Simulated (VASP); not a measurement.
Wanted: the native input for a VASP 6.6.1 run.

```
Task                   : single point
Functional             : PBE
Potentials or basis    : VASP PAW PBE potentials, release 64 (Mg, Zn, O)
Cutoff                 : 520 eV
k mesh                 : 6 × 6 × 6
Occupations            : gaussian, width 0.1 eV
Spin                   : collinear spin, ferromagnetic start
Starting moments       : [0.0, 0.0, 1.0, 1.0, 1.0, 1.0] μB
Dipole correction      : no
Further INCAR settings : ALGO = Normal; EDIFF = 1e-07; NBANDS = 32
```

The structure of MgZnO4 lies in POSCAR:

```
MgZnO4
1.0
    5.1328387489      0.0000000032      0.0000000000
   -2.5664193772      4.4451687485      0.0000000000
    0.0000000000      0.0000000000      2.9360960104
Mg Zn O
1 1 4
Direct
    0.6666666667      0.3333333333      0.0000000000
    0.0000000000      0.0000000000      0.0000000000
    0.3333333333      0.6666666667      0.0000000000
    0.6810686255      0.8405343128      0.5000000000
    0.1594656872      0.8405343128      0.5000000000
    0.1594656872      0.3189313745      0.5000000000
```

The cell was built from a structure type or drawn by symmetry, and may not be a known phase.

One way to write it, as run:

INCAR

```
ALGO     = Normal         # electronic algorithm
EDIFF    = 1E-7           # SCF threshold, eV
ENCUT    = 520            # plane-wave cutoff, eV
GGA      = PE             # functional
ISIF     = 2              # what is computed and relaxed
ISMEAR   = 0              # smearing method
ISPIN    = 2              # spin polarisation
LASPH    = T              # aspherical terms in the spheres
LCHARG   = F              # write CHGCAR
LORBIT   = 11             # projections on sites
LREAL    = F              # projectors in reciprocal space
LWAVE    = F              # write WAVECAR
MAGMOM   = 0 0 1 1 1 1    # initial moments
NBANDS   = 32             # bands
NELM     = 150            # most SCF steps
PREC     = Accurate       # precision mode
SIGMA    = 0.1            # smearing width, eV
```

KPOINTS

```
k-points
0
Gamma
  6 6 6
```

Potentials or basis: VASP PAW PBE potentials, release 64 (Mg, Zn, O).

Command:

```bash
$ cat potpaw_PBE.64/Mg/POTCAR potpaw_PBE.64/Zn/POTCAR potpaw_PBE.64/O/POTCAR > POTCAR
$ mpirun -np 1 vasp_std > vasp.out
```

Results of the run:

| Quantity | Value |
| --- | --- |
| Pressure | 0.5 GPa |
| Largest force | 0.068 eV/Å |
| Net moment | 0.88 μB per cell |
| Site moments | Mg +0.00; Zn +0.02; O +0.79, -0.01 (each value once) μB |
| Valence electrons inside the program's atomic spheres | Mg 0.20; Zn 10.86; O 4.61, 4.82 (each value once) |

It took 2.5 min on 1 thread of Intel(R) Xeon(R) Platinum 8375C CPU @ 2.90GHz (Ice Lake) (shared host), peak memory 0.27 GiB.
